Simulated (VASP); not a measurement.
**Na2ICl: single point with PBE**

Crystal: Na2ICl.

```
Cl I Na
1.0
     2.14136    1.23631    6.97776
    -2.14136    1.23631    6.97776
     0.00000   -2.47263    6.97776
Cl I Na
1 1 2
Cartesian
  2.1414 1.2363 6.9778
  0.0000 0.0000 10.4666
  0.0000 0.0000 5.4494
  0.0000 0.0000 15.4838
```

| Quantity | Value |
| --- | --- |
| Program | VASP 6.6.1 |
| Task | single point |
| Functional | PBE |
| Potentials or basis | VASP PAW PBE potentials, release 64 (Cl, I, Na_pv) |
| Cutoff | 520 eV |
| k mesh | 6 × 6 × 6 |
| Occupations | gaussian, width 0.01 eV |
| Spin | no spin polarisation |

```json
{"Pressure": "0.7 GPa", "Band gap on the k mesh": "3.19 eV"}
```

Levels at points of the mesh, in eV from the valence-band top:
```tsv
k point	band 10	band 11	band 12	band 13	band 14	band 15	band 16	band 17	band 18	band 19
(0.00, 0.00, 0.00)	-2.04	-2.04	-0.93	0.00	0.00	3.19	5.34	8.06	8.06	8.49
(0.50, 0.00, 0.00)	-2.31	-2.31	-2.24	-1.27	-0.55	5.50	5.97	6.23	7.10	7.73
(0.50, 0.50, 0.00)	-2.76	-2.26	-1.74	-0.94	-0.52	4.69	5.24	5.73	8.05	8.08
(0.50, 0.50, 0.50)	-2.03	-2.03	-1.85	-0.02	-0.02	4.48	5.15	6.95	8.37	8.37
```

Wall time 4.4 min on 1 thread of AMD EPYC 7R43 64-Core Processor (Zen 3) (shared host), peak memory 0.39 GiB.

Caveat: spin-orbit coupling is left out, which moves the levels of the heavy elements. A k mesh can miss the band edges.
